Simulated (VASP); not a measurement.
# CrO2 (P4_2/mnm) in VASP: further runs

CrO2 is run at these levels: PBE, revPBE; tasks: single point.

Everything below comes from runs of VASP 6.6.1. Logs are shortened: lines on timing, memory, paths and dates and some standing lists are left out, and cuts for length are marked.

## Step 1: The cell of the first run

It takes space group P4_2/mnm (No. 136, tetragonal). The conventional cell has a = 4.445 Å, b = 4.445 Å, c = 2.921 Å, α = 90.00°, β = 90.00°, γ = 90.00°. Within 2.5 Å of Cr (site symmetry mmm) lie 6 O at 1.91 Å. O (site symmetry m2m) has 3 Cr at 1.91 Å and 1 O at 2.47 Å within 2.5 Å.

## Step 2: Single point, PBE, collinear spin, ferromagnetic start

Input file INCAR:

```
SYSTEM = CrO2
  ALGO = Normal
  EDIFF = 1E-6
  ENCUT = 520
  GGA = PE
  ISIF = 2
  ISMEAR = 0
  ISPIN = 2
  LASPH = .TRUE.
  LCHARG = .FALSE.
  LMAXMIX = 4
  LORBIT = 11
  LREAL = .FALSE.
  LWAVE = .FALSE.
  MAGMOM = 2 2 0 0 0 0
  NBANDS = 37
  NELM = 150
  PREC = Accurate
  SIGMA = 0.05
```

Input file KPOINTS:

```
k-points
0
G
  4 4 6
  0 0 0
```

Input file POSCAR:

```
CrO2
1.0
    4.4452214411      0.0000000000      0.0000000000
    0.0000000000      4.4452214411      0.0000000000
    0.0000000000      0.0000000000      2.9214652288
Cr O
2 4
Direct
    0.0000000000      0.0000000000      0.0000000000
    0.5000000000      0.5000000000      0.5000000000
    0.3037625396      0.3037625396      0.0000000000
    0.1962374604      0.8037625396      0.5000000000
    0.6962374604      0.6962374604      0.0000000000
    0.8037625396      0.1962374604      0.5000000000
```

Potentials or basis: VASP PAW PBE potentials, release 64 (Cr_pv, O).

Run with:

```
$ cat potpaw_PBE.64/Cr_pv/POTCAR potpaw_PBE.64/O/POTCAR > POTCAR
$ mpirun -np 1 vasp_std > vasp.out
```

OUTCAR:

```text
SYSTEM = CrO2
   EDIFF = 1E-6
   ENCUT = 520
   GGA = PE
   ISIF = 2
   ISMEAR = 0
   ISPIN = 2
   LASPH = .TRUE.
   LORBIT = 11
   LREAL = .FALSE.
   NELM = 150
   PREC = Accurate

 ion  position               nearest neighbor table
   1  0.000  0.000  0.000-   3 1.91   5 1.91   4 1.91   6 1.91   4 1.91   6 1.91
   2  0.500  0.500  0.500-   4 1.91   6 1.91   5 1.91   3 1.91   3 1.91   5 1.91
   3  0.304  0.304  0.000-   1 1.91   2 1.91   2 1.91
   4  0.196  0.804  0.500-   2 1.91   1 1.91   1 1.91
   5  0.696  0.696  0.000-   1 1.91   2 1.91   2 1.91
   6  0.804  0.196  0.500-   2 1.91   1 1.91   1 1.91

  LATTYP: Found a simple tetragonal cell.
 ALAT       =     4.4452214411
 C/A-ratio  =     0.6572147794

  Lattice vectors:

 A1 = (   4.4452214411,   0.0000000000,   0.0000000000)
 A2 = (   0.0000000000,   4.4452214411,   0.0000000000)
 A3 = (   0.0000000000,   0.0000000000,   2.9214652288)

Analysis of symmetry for initial positions (statically):
=====================================================================
 Subroutine PRICEL returns:
 Original cell was already a primitive cell.

 Routine SETGRP: Setting up the symmetry group for a
 simple tetragonal supercell.

 Subroutine GETGRP returns: Found 16 space group operations
 (whereof  8 operations were pure point group operations)
 out of a pool of 16 trial point group operations.

The static configuration has the point symmetry D_2h.
 The point group associated with its full space group is D_4h.

Analysis of symmetry for dynamics (positions and initial velocities):
=====================================================================
 Subroutine PRICEL returns:
 Original cell was already a primitive cell.

 Routine SETGRP: Setting up the symmetry group for a
 simple tetragonal supercell.

 Subroutine GETGRP returns: Found 16 space group operations
 (whereof  8 operations were pure point group operations)
 out of a pool of 16 trial point group operations.

The dynamic configuration has the point symmetry D_2h.
 The point group associated with its full space group is D_4h.

Analysis of structural, dynamic, and magnetic symmetry:
=====================================================================
 Subroutine PRICEL returns:
 Original cell was already a primitive cell.

 Routine SETGRP: Setting up the symmetry group for a
 simple tetragonal supercell.

 Subroutine GETGRP returns: Found 16 space group operations
 (whereof  8 operations were pure point group operations)
 out of a pool of 16 trial point group operations.

The overall configuration has the point symmetry D_2h.
 The point group associated with its full space group is D_4h.

 Subroutine INISYM returns: Found 16 space group operations
 (whereof  8 operations are pure point group operations),
 and found     1 'primitive' translations

----------------------------------------------------------------------------------------

                                     Primitive cell

  volume of cell :      57.7281

  direct lattice vectors                    reciprocal lattice vectors
     4.445221441  0.000000000  0.000000000     0.224960671  0.000000000  0.000000000
     0.000000000  4.445221441  0.000000000     0.000000000  0.224960671  0.000000000
     0.000000000  0.000000000  2.921465229     0.000000000  0.000000000  0.342293993

  length of vectors
     4.445221441  4.445221441  2.921465229     0.224960671  0.224960671  0.342293993

  position of ions in fractional coordinates (direct lattice)
     0.000000000  0.000000000  0.000000000
     0.500000000  0.500000000  0.500000000
     0.303762540  0.303762540  0.000000000
     0.196237460  0.803762540  0.500000000
     0.696237460  0.696237460  0.000000000
     0.803762540  0.196237460  0.500000000

  ion indices of the primitive-cell ions
   primitive index   ion index
                 1           1
                 2           2
                 3           3
                 4           4
                 5           5
                 6           6

----------------------------------------------------------------------------------------

 KPOINTS: k-points

Automatic generation of k-mesh.
 Grid dimensions read from file:
 generate k-points for:    4    4    6

 Generating k-lattice:

  Cartesian coordinates                     Fractional coordinates (reciprocal lattice)
     0.056240168  0.000000000  0.000000000     0.250000000  0.000000000  0.000000000
     0.000000000  0.056240168  0.000000000     0.000000000  0.250000000  0.000000000
     0.000000000  0.000000000  0.057048999     0.000000000  0.000000000  0.166666667

  Length of vectors
     0.056240168  0.056240168  0.057048999

  Shift w.r.t. Gamma in fractional coordinates (k-lattice)
     0.000000000  0.000000000  0.000000000

 Subroutine IBZKPT returns following result:
 ===========================================

 Found     24 irreducible k-points:

 Following reciprocal coordinates:
            Coordinates               Weight
  0.000000  0.000000  0.000000      1.000000
  0.250000  0.000000  0.000000      4.000000
  0.500000  0.000000  0.000000      2.000000
  0.250000  0.250000  0.000000      4.000000
  0.500000  0.250000  0.000000      4.000000
  0.500000  0.500000  0.000000      1.000000
[... 16 lines left out ...]
  0.500000  0.250000  0.500000      4.000000
  0.500000  0.500000  0.500000      1.000000
   k-points           NKPTS =     24   k-points in BZ     NKDIM =     24   number of bands    NBANDS=     37
   number of dos      NEDOS =    301   number of ions     NIONS =      6
   total plane-waves  NPLWV =  31104
   dimension x,y,z NGX =    36 NGY =   36 NGZ =   24
   dimension x,y,z NGXF=    72 NGYF=   72 NGZF=   48
   ions per type =               2   4
   NGX,Y,Z   is equivalent  to a cutoff of  13.46, 13.46, 13.66 a.u.
   NGXF,Y,Z  is equivalent  to a cutoff of  26.93, 26.93, 27.31 a.u.
 SYSTEM =  CrO2
   PREC   = accura    normal or accurate (medium, high low for compatibility)
   ISTART =      0    job   : 0-new  1-cont  2-samecut
   ICHARG =      2    charge: 1-file 2-atom 10-const
   ISPIN  =      2    spin polarized calculation?
   LNONCOLLINEAR =      F non collinear calculations
   LSORBIT =      F    spin-orbit coupling
   LASPH  =      T    aspherical Exc in radial PAW
   ENCUT  =  520.0 eV  38.22 Ry    6.18 a.u.   8.27  8.27  5.43*2*pi/ulx,y,z
   NELM   =    150;   NELMIN=  2; NELMDL= -5     # of ELM steps
   EDIFF  = 0.1E-05   stopping-criterion for ELM
   LREAL  =      F    real-space projection
   EDIFFG = 0.1E-04   stopping-criterion for IOM
   NSW    =      0    number of steps for IOM
   IBRION =     -1    ionic relax: 0-MD 1-quasi-New 2-CG
   NFREE  =      0    steps in history (QN), initial steepest desc. (CG)
   ISIF   =      2    stress and relaxation
   ISYM   =      2    0-nonsym 1-usesym 2-fastsym
   POTIM  = 0.5000    time-step for ionic-motion
   TEBEG  =    0.0;   TEEND  =   0.0 temperature during run
   PSTRESS=    0.0 pullay stress
   NELECT =      48.0000    total number of electrons
   NUPDOWN=      -1.0000    fix difference up-down
   EMIN   =  10.00;   EMAX   =-10.00  energy-range for DOS
   EFERMI =   0.00;   METHOD = LEGACY
   ISMEAR =     0;   SIGMA  =   0.05  broadening in eV -4-tet -1-fermi 0-gaus
   EFERMI_NEDOS =   21; number of points for ismear=-14 and -15
   IALGO  =     38    algorithm
   IMIX   =      4    mixing-type and parameters
     AMIX     =   0.40;   BMIX     =  1.00
     AMIX_MAG =   1.60;   BMIX_MAG =  1.00
  volume/ion in A,a.u.               =       9.62        64.93
  Fermi-wavevector in a.u.,A,eV,Ry     =   1.539428  2.909097 32.243614  2.369839
  Thomas-Fermi vector in A             =   2.645657
   LORBIT       =     11    0 simple, 1 ext, 2 COOP (PROOUT), +10 PAW based schemes
   GGA     = PE    functional components
   LHFCALC =     F    Hartree Fock is set to
   AEXX    =    0.0000 exact exchange contribution
   IVDW    =     0    specifies the selected vdW correction
   LEPSILON=     F    determine dielectric tensor
   LRPA    =     F    only Hartree local field effects (RPA)
 spin polarized calculation
 Gauss-broadening in eV      SIGMA  =   0.05
  energy-cutoff  :      520.00
  volume of cell :       57.73
 maximum number of plane-waves:      1576
 NGX is ok and might be reduce to    36
   NGX = 17   NGY = 17   NGZ = 11

 number of electron      48.0000003 magnetization       3.9998140

 Free energy of the ion-electron system (eV)
  ---------------------------------------------------
  ext. energy  EPLUGINS =         0.00000000
  ---------------------------------------------------
  free energy    TOTEN  =       -50.34812836 eV

  energy without entropy =      -50.34582819  energy(sigma->0) =      -50.34697828

 E-fermi :   5.4961     XC(G=0): -11.8356

 val. band max:        5.4866937531   @ k =   0.2500   0.0000   0.3333
 cond. band min:       5.5879454002   @ k =   0.2500   0.2500   0.3333
 fundamental gap:      0.1012516471
 Fermi energy:         5.4960936974

 spin component 1

 k-point     1 :       0.0000    0.0000    0.0000
  band No.  band energies     occupation
      1     -39.4078      1.00000
      2     -39.4078      1.00000
      3     -39.2839      1.00000
      4     -39.2839      1.00000
      5     -39.2073      1.00000
      6     -39.1941      1.00000
[... 28 lines left out ...]
     35      12.9330      0.00000
     36      16.3335      0.00000

 k-point     2 :       0.2500    0.0000    0.0000
  band No.  band energies     occupation
      1     -39.4059      1.00000
      2     -39.4058      1.00000
      3     -39.2862      1.00000
      4     -39.2861      1.00000
      5     -39.2053      1.00000
      6     -39.1960      1.00000
[... 28 lines left out ...]
     35      13.7349      0.00000
     36      16.2647      0.00000
[... 817 lines left out ...]
     35      17.2047      0.00000
     36      17.2047      0.00000

 k-point    24 :       0.5000    0.5000    0.5000
  band No.  band energies     occupation
      1     -39.3924      1.00000
      2     -39.3924      1.00000
      3     -39.3576      1.00000
      4     -39.3576      1.00000
      5     -39.2616      1.00000
      6     -39.2616      1.00000
[... 28 lines left out ...]
     35      16.8490      0.00000
     36      16.8490      0.00000
 Fermi energy:         5.4960936974

 spin component 2

 k-point     1 :       0.0000    0.0000    0.0000
  band No.  band energies     occupation
      1     -37.3814      1.00000
      2     -37.3814      1.00000
      3     -37.0360      1.00000
      4     -37.0360      1.00000
      5     -36.8409      1.00000
      6     -36.8251      1.00000
[... 28 lines left out ...]
     35      13.3673      0.00000
     36      16.7553      0.00000

 k-point     2 :       0.2500    0.0000    0.0000
  band No.  band energies     occupation
      1     -37.3806      1.00000
      2     -37.3805      1.00000
      3     -37.0374      1.00000
      4     -37.0373      1.00000
      5     -36.8385      1.00000
      6     -36.8274      1.00000
[... 28 lines left out ...]
     35      13.9921      0.00000
     36      16.6020      0.00000
[... 817 lines left out ...]
     35      17.3711      0.00000
     36      17.3711      0.00000

 k-point    24 :       0.5000    0.5000    0.5000
  band No.  band energies     occupation
      1     -37.3672      1.00000
      2     -37.3672      1.00000
      3     -37.0131      1.00000
      4     -37.0131      1.00000
      5     -37.0053      1.00000
      6     -37.0053      1.00000
[... 28 lines left out ...]
     35      16.9722      0.00000
     36      16.9722      0.00000
 [bands above 36 left out]

------------------------ aborting loop because EDIFF is reached ----------------------------------------

  FORCE on cell =-STRESS in cart. coord.  units (eV):
  Direction    XX          YY          ZZ          XY          YZ          ZX
  --------------------------------------------------------------------------------------
  -------------------------------------------------------------------------------------
  Total        0.1890456      0.1890456      0.2636697      0.0000000      0.0000000      0.0000000
  in kB        5.2467407      5.2467407      7.3178459      0.0000000      0.0000000      0.0000000
  external PRESSURE =       5.9371091 kB  Pullay stress =       0.0000000 kB

 VOLUME and BASIS-vectors are now :
 -----------------------------------------------------------------------------
  energy-cutoff  :      520.00
  volume of cell :       57.73
      direct lattice vectors                 reciprocal lattice vectors
     4.445221441  0.000000000  0.000000000     0.224960671  0.000000000  0.000000000
     0.000000000  4.445221441  0.000000000     0.000000000  0.224960671  0.000000000
     0.000000000  0.000000000  2.921465229     0.000000000  0.000000000  0.342293993

 POSITION                                       TOTAL-FORCE (eV/Angst)
 -----------------------------------------------------------------------------------
      0.00000      0.00000      0.00000         0.000000     -0.000000      0.000000
      2.22261      2.22261      1.46073         0.000000     -0.000000      0.000000
      1.35029      1.35029      0.00000        -0.019537     -0.019537      0.000000
      0.87232      3.57290      1.46073         0.019537     -0.019537      0.000000
      3.09493      3.09493      0.00000         0.019537      0.019537     -0.000000
      3.57290      0.87232      1.46073        -0.019537      0.019537      0.000000
 -----------------------------------------------------------------------------------
    total drift:                                0.000000      0.000000      0.000000

  FREE ENERGIE OF THE ION-ELECTRON SYSTEM (eV)
  ---------------------------------------------------
  free  energy   TOTEN  =       -50.3481283582 eV

  energy  without entropy=      -50.3458281920  energy(sigma->0) =      -50.34697828

 total charge

# of ion       s       p       d       tot
------------------------------------------
    1        0.362   6.455   4.014  10.831
    2        0.362   6.455   4.014  10.831
    3        1.572   3.458   0.000   5.030
    4        1.572   3.458   0.000   5.030
    5        1.572   3.458   0.000   5.030
    6        1.572   3.458   0.000   5.030
--------------------------------------------------
tot          7.011  26.742   8.028  41.781

 magnetization (x)

# of ion       s       p       d       tot
------------------------------------------
    1        0.024   0.032   2.050   2.106
    2        0.024   0.032   2.050   2.106
    3       -0.003  -0.075   0.000  -0.077
    4       -0.003  -0.075   0.000  -0.077
    5       -0.003  -0.075   0.000  -0.077
    6       -0.003  -0.075   0.000  -0.077
--------------------------------------------------
tot          0.038  -0.236   4.100   3.901
```

Wall time 52 s (1 thread of Intel Xeon Platinum 8488C (Sapphire Rapids), shared host); peak memory 0.23 GiB.

Results:

* Free energy: -50.3481 eV
* Pressure: 0.6 GPa
* Largest force: 0.028 eV/Å
* Band gap on the k mesh: zero (filled and empty bands overlap)
* Net moment: 4.00 μB per cell
* Site moments: Cr +2.11; O -0.08 μB
* Valence electrons inside the program's atomic spheres: Cr 10.83; O 5.03

Forces on the atoms (eV/Å):
```
Cr   0.000  0.000  0.000
Cr   0.000  0.000  0.000
O   -0.020 -0.020  0.000
O    0.020 -0.020  0.000
O    0.020  0.020  0.000
O   -0.020  0.020  0.000
```

Caveat: semilocal functionals often make such compounds metallic where correlation or magnetic order opens a gap, which also shifts bond lengths; only a ferromagnetic start was run, and an antiferromagnetic order may lie lower in energy. With open d or f shells a metallic result of PBE can be an artefact of self-interaction; +U or a hybrid may open a gap.

## Step 3: Single point, revPBE, collinear spin, ferromagnetic start

This run uses another cell than the first one, of 9.41 Å³/atom.

Input file INCAR:

```
ALGO     = Normal         # electronic algorithm
EDIFF    = 1E-6           # SCF threshold, eV
ENCUT    = 520            # plane-wave cutoff, eV
GGA      = RE             # functional
ISIF     = 2              # what is computed and relaxed
ISMEAR   = 0              # smearing method
ISPIN    = 2              # spin polarisation
LASPH    = True           # aspherical terms in the spheres
LCHARG   = True           # write CHGCAR
LELF     = True           # ELF
LMAXMIX  = 4              # l up to which the mixer works
LORBIT   = 11             # projections on sites
LREAL    = False          # projectors in reciprocal space
LVHAR    = True         
LWAVE    = False          # write WAVECAR
MAGMOM   = 2 2 0 0 0 0    # initial moments
NBANDS   = 37             # bands
NELM     = 150            # most SCF steps
PREC     = Accurate       # precision mode
SIGMA    = 0.05           # smearing width, eV
```

Input file KPOINTS:

```
k-points
0
Gamma
  6 6 10
```

Input file POSCAR:

```
CrO2
1.0
    4.4030760031      0.0000000000      0.0000000000
    0.0000000000      4.4030760031      0.0000000000
    0.0000000000      0.0000000000      2.9128492650
Cr O
2 4
Direct
    0.0000000000      0.0000000000      0.0000000000
    0.5000000000      0.5000000000      0.5000000000
    0.3027492540      0.3027492540      0.0000000000
    0.1972507460      0.8027492540      0.5000000000
    0.6972507460      0.6972507460      0.0000000000
    0.8027492540      0.1972507460      0.5000000000
```

Potentials or basis: VASP PAW PBE potentials, release 64 (Cr_pv, O).

Run with:

```
$ cat potpaw_PBE.64/Cr_pv/POTCAR potpaw_PBE.64/O/POTCAR > POTCAR
$ mpirun -np 1 vasp_std > vasp.out
```

Run time: 2 min. Hardware: 1 thread of Intel Xeon Platinum 8488C (Sapphire Rapids), shared host; peak memory 0.31 GiB.

The run converged. Its results:

- Free energy: -48.0553 eV
- Pressure: 10.1 GPa
- Largest force: 0.019 eV/Å
- Band gap on the k mesh: zero (filled and empty bands overlap)
- Net moment: 4.00 μB per cell
- Site moments: Cr +2.11; O -0.08 μB
- Valence electrons inside the program's atomic spheres: Cr 10.89; O 5.05

Forces on the atoms (eV/Å):
```
Cr   0.000  0.000  0.000
Cr   0.000  0.000  0.000
O    0.013  0.013  0.000
O   -0.013  0.013  0.000
O   -0.013 -0.013  0.000
O    0.013 -0.013  0.000
```

Stress tensor (GPa, compression positive):
```
10.20  0.00  0.00
 0.00 10.20  0.00
 0.00  0.00 10.03
```

Levels at points of the mesh, in eV from the Fermi level:
Spin up:
```tsv
k point	band 23	band 24	band 25	band 26	band 27	band 28	band 29	band 30
(0.00, 0.00, 0.00)	-1.20	-1.16	-1.16	-1.14	-0.60	1.18	1.23	3.86
(0.50, 0.00, 0.00)	-0.79	-0.79	-0.32	-0.32	0.36	0.36	3.41	3.41
(0.50, 0.50, 0.00)	-1.51	-1.51	-1.14	-1.14	0.92	0.92	2.82	2.82
(0.00, 0.00, 0.50)	-0.74	-0.74	0.01	0.01	0.77	0.77	2.55	2.55
(0.50, 0.00, 0.50)	-1.45	-1.45	-0.73	-0.73	0.96	0.96	1.72	1.72
(0.50, 0.50, 0.50)	-0.73	-0.73	-0.21	-0.21	0.06	0.06	3.00	3.00
```
Spin down:
| k point | band 19 | band 20 | band 21 | band 22 | band 23 | band 24 | band 25 | band 26 |
| --- | --- | --- | --- | --- | --- | --- | --- | --- |
| (0.00, 0.00, 0.00) | -1.73 | -1.38 | -1.38 | -0.94 | 0.99 | 1.02 | 1.26 | 1.26 |
| (0.50, 0.00, 0.00) | -2.90 | -2.90 | -1.75 | -1.75 | 1.69 | 1.69 | 1.87 | 1.87 |
| (0.50, 0.50, 0.00) | -2.56 | -2.56 | -2.19 | -2.19 | 1.04 | 1.04 | 1.28 | 1.28 |
| (0.00, 0.00, 0.50) | -3.62 | -3.62 | -2.59 | -2.59 | 1.72 | 1.72 | 2.17 | 2.17 |
| (0.50, 0.00, 0.50) | -3.14 | -3.14 | -2.08 | -2.08 | 0.75 | 0.75 | 2.21 | 2.21 |
| (0.50, 0.50, 0.50) | -2.42 | -2.42 | -1.65 | -1.65 | 1.37 | 1.37 | 2.05 | 2.05 |

Caveat: the cell stands under pressure; the PAW data sets were made with another functional, which shifts forces and pressure a little; semilocal functionals often make such compounds metallic where correlation or magnetic order opens a gap, which also shifts bond lengths; only a ferromagnetic start was run, and an antiferromagnetic order may lie lower in energy.
